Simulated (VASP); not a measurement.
# Hg: single point with PBE

Crystal: Hg.

```
CELL_PARAMETERS angstrom
2.23398 -2.04586 0.00000
2.23398 2.04586 0.00000
-0.34874 0.00000 3.03980
ATOMIC_POSITIONS crystal
Hg 0.50000 0.50000 0.50000
```

| Quantity | Value |
| --- | --- |
| Program | VASP 6.6.1 |
| Task | single point |
| Functional | PBE |
| Potentials or basis | VASP PAW PBE potentials, release 64 (Hg) |
| Cutoff | 520 eV |
| k mesh | 11 × 11 × 11 |
| Occupations | fermi-dirac, width 0.05 eV |
| Spin | no spin polarisation |

The pressure is 1.5 GPa. The band gap on the k mesh is zero (bands 6 and 7 overlap by 3.79 eV).

Stress tensor (GPa, compression positive):
```
 1.77  0.00 -0.09
 0.00  1.49  0.00
-0.09  0.00  1.34
```

Levels at points of the mesh, in eV from the Fermi level:
```tsv
k point	band 4	band 5	band 6	band 7	band 8	band 9
(0.00, 0.00, 0.00)	-5.88	-5.87	-5.83	9.82	10.14	10.23
```

Run time: 35 s on 1 thread of Intel(R) Xeon(R) Platinum 8488C (Sapphire Rapids), on a shared host, peak memory 0.23 GiB.

Caveat: spin-orbit coupling is left out, which moves the levels of the heavy elements.
